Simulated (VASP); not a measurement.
A run of VASP 6.6.1 is set up as follows.

INCAR

```
ALGO     = Normal         # electronic algorithm
EDIFF    = 1E-6           # SCF threshold, eV
EDIFFG   = -0.04          # ionic threshold
ENCUT    = 600            # plane-wave cutoff, eV
GGA      = PE             # functional
IBRION   = 2              # ionic algorithm
ISIF     = 3              # what is computed and relaxed
ISMEAR   = 0              # smearing method
LASPH    = T              # aspherical terms in the spheres
LCHARG   = F              # write CHGCAR
LREAL    = F              # projectors in reciprocal space
LWAVE    = F              # write WAVECAR
NELM     = 100            # most SCF steps
NSW      = 90             # ionic steps
PREC     = Accurate       # precision mode
SIGMA    = 0.1            # smearing width, eV
```

File KPOINTS:

```
k-points
0
Gamma
  3 3 4
```

Contents of POSCAR:

```
ScSi10
1.0
    6.2298013000      0.0000000000      0.0000000000
   -3.1149006500      5.3951661900      0.0000000000
    0.0000000000      0.0000000000      4.6220277000
Sc Si
1 10
Direct
    0.0000000000      0.0000000000      0.0000000000
    0.3333333300      0.6666666700      0.2380192400
    0.3333333300      0.6666666700      0.7619807600
    0.6666666700      0.3333333300      0.7619807600
    0.6666666700      0.3333333300      0.2380192400
    0.3249054200      0.0000000000      0.6316917000
    0.0000000000      0.3249054200      0.6316917000
    0.6750945800      0.6750945800      0.6316917000
    0.0000000000      0.6750945800      0.3683083000
    0.6750945800      0.0000000000      0.3683083000
    0.3249054200      0.3249054200      0.3683083000
```

Potentials or basis: VASP PAW PBE potentials, release 64 (Sc_sv, Si).

Command:

```console
$ cat potpaw_PBE.64/Sc_sv/POTCAR potpaw_PBE.64/Si/POTCAR > POTCAR
$ mpirun -np 1 vasp_std > vasp.out
```

(1) What does it give for the space group after relaxing (to 0.05 Å)?

(2) Estimate the relaxed cell.

Answers

(1) P-31m (No. 162).

(2) a = 6.884 Å, b = 6.884 Å, c = 5.001 Å, α = 90.00°, β = 90.00°, γ = 120.00°.

Caveat: the k points lie up to 0.35 Å⁻¹ apart in the final cell.
